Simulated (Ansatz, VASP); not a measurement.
**CaO in VASP and in Ansatz**

```
Ca O
1.0
     0.00000    2.25308    2.54696
     2.25308    0.00000    2.54696
     2.25308    2.25308    0.00000
Ca O
1 1
Cartesian
  0.0000 0.0000 0.0000
  2.2531 2.2531 2.5470
```

Change from the starting cell: strain -0.080 along x and y, +0.040 along z, atoms carried along.

Alike in both runs: task single point; functional r2SCAN; k mesh 8 × 8 × 8; occupations gaussian, width 0.05 eV; no spin polarisation.

|  | VASP | Ansatz |
| --- | --- | --- |
| version | VASP 6.6.1 | Ansatz 0.2.0 |
| potentials or method | VASP PAW PBE potentials, release 64 (Ca_sv, O_h), cutoff 910 eV | scalar-relativistic, plane waves, PAW |
| valence electrons in the cell | 16 | 16 |

Ansatz gave:

- gap on the k mesh at the Fermi level (eV): 4.01
- least direct gap on the mesh (eV): 4.39

Question: Estimate VASP's values.

Answer: gap on the k mesh at the Fermi level (eV): 3.99; least direct gap on the mesh (eV): 4.36.

VASP's potentials were made for PBE, not for r2SCAN.

Noted on VASP's run: the cutoff is short for stress, so the pressure is rough.
